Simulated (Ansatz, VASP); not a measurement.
GaSb: VASP beside Ansatz

POSCAR

```
GaSb
1.0
    0.0000000000      3.0549164388      3.0549164388
    3.0549164388      0.0000000000      3.0549164388
    3.0549164388      3.0549164388      0.0000000000
Ga Sb
1 1
Direct
    0.0000000000      0.0000000000      0.0000000000
    0.7500000000      0.7500000000      0.7500000000
```

File INCAR.step1:

```
ALGO = Normal
EDIFF = 1E-5
ENCUT = 550
GGA = PE
GGA_COMPAT = False
ISMEAR = 0
LASPH = True
LCHARG = False
LREAL = False
LWAVE = True
NBANDS = 16
NELM = 120
PREC = Accurate
SIGMA = 0.05
```

File INCAR.step2:

```
ALGO = Normal
EDIFF = 1E-6
ENCUT = 550
GGA_COMPAT = False
ISIF = 2
ISMEAR = 0
ISTART = 1
IVDW = 13
LASPH = True
LCHARG = False
LMIXTAU = True
LREAL = False
LWAVE = False
METAGGA = R2SCAN
NBANDS = 16
NELM = 120
PREC = Accurate
SIGMA = 0.05
VDW_A1 = 0.51559235
VDW_A2 = 5.77342911
VDW_S6 = 1.0
VDW_S8 = 0.6018749
```

KPOINTS

```
k-points
0
Gamma
  6 6 6
```

Input for Ansatz:

```yaml
crystal:
  lattice:
    - [0.0, 3.0549164388, 3.0549164388]
    - [3.0549164388, 0.0, 3.0549164388]
    - [3.0549164388, 3.0549164388, 0.0]
  atoms:
    - { symbol: Ga, position: [0.0, 0.0, 0.0] }
    - { symbol: Sb, position: [0.75, 0.75, 0.75] }
basis:
  ecutwfc: 500
  ecutrho_ratio: 4
kpoints:
  mp_grid: { grid: [6, 6, 6] }
hamiltonian:
  xc: r2scan
  dispersion: d4
scf:
  occupations: { method: gaussian, width: 0.05 }
output:
  forces: true
  stress: true
  eigenvalues: true
```

Alike in both runs: task single point; functional r2SCAN; dispersion D4; k mesh 6 × 6 × 6; occupations gaussian, width 0.05 eV; no spin polarisation.

|  | VASP | Ansatz |
| --- | --- | --- |
| version | VASP 6.6.1 | Ansatz 0.2.0 |
| potentials or method | VASP PAW PBE potentials, release 64 (Ga_d, Sb), cutoff 550 eV | scalar-relativistic, plane waves, PAW |
| valence electrons in the cell | 18 | 28 |

```csv
,VASP,Ansatz,Ansatz less VASP
gap on the k mesh at the Fermi level (eV),0.48,0.50,+0.016
least direct gap on the mesh (eV),0.48,0.50,+0.016
pressure (GPa),-0.1,-0.1,-0.09
```

VASP's potentials were made for PBE, not for r2SCAN. VASP's potentials hold 18 valence electrons a cell and Ansatz's 28, so a difference there can come from the potentials and not from the codes.

Neither program's run includes spin-orbit coupling.
